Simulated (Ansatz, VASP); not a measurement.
**One calculation of MgI2, two programs**

```xyz
3
Lattice="4.1537 0.0000 0.0000 -2.0769 3.5972 0.0000 0.0000 0.0000 6.8620" Properties=species:S:1:pos:R:3 pbc="T T T"
Mg    0.0000   -0.3000    0.3000
I     0.0000    2.3981    5.1989
I     2.0769    1.1991    1.6631
```

Alike in both runs: task single point; functional PBE; k mesh 6 × 6 × 4; occupations gaussian, width 0.05 eV; no spin polarisation.

```csv
,VASP,Ansatz
version,VASP 6.6.1,Ansatz 0.2.0
potentials or method,"VASP PAW PBE potentials, release 64 (Mg, I), cutoff 520 eV","scalar-relativistic, plane waves, PAW"
valence electrons in the cell,16,44
```

VASP gave:

- gap on the k mesh at the Fermi level (eV): 2.75
- least direct gap on the mesh (eV): 2.83
- pressure (GPa): 3.0
- traceless stress, the component that is largest in VASP (GPa): -2.98
- rms of the force components (eV/Å): 1.095

**Question.** What did Ansatz give for the same quantities?

**Answer.** gap on the k mesh at the Fermi level (eV): 2.77; least direct gap on the mesh (eV): 2.85; pressure (GPa): 3.0; traceless stress, the component that is largest in VASP (GPa): -2.96; rms of the force components (eV/Å): 1.093.

Atom by atom the forces differ by 0.004 eV/Å (rms over components). VASP's potentials hold 16 valence electrons a cell and Ansatz's 44, so a difference there can come from the potentials and not from the codes.

Spin-orbit coupling is off throughout.
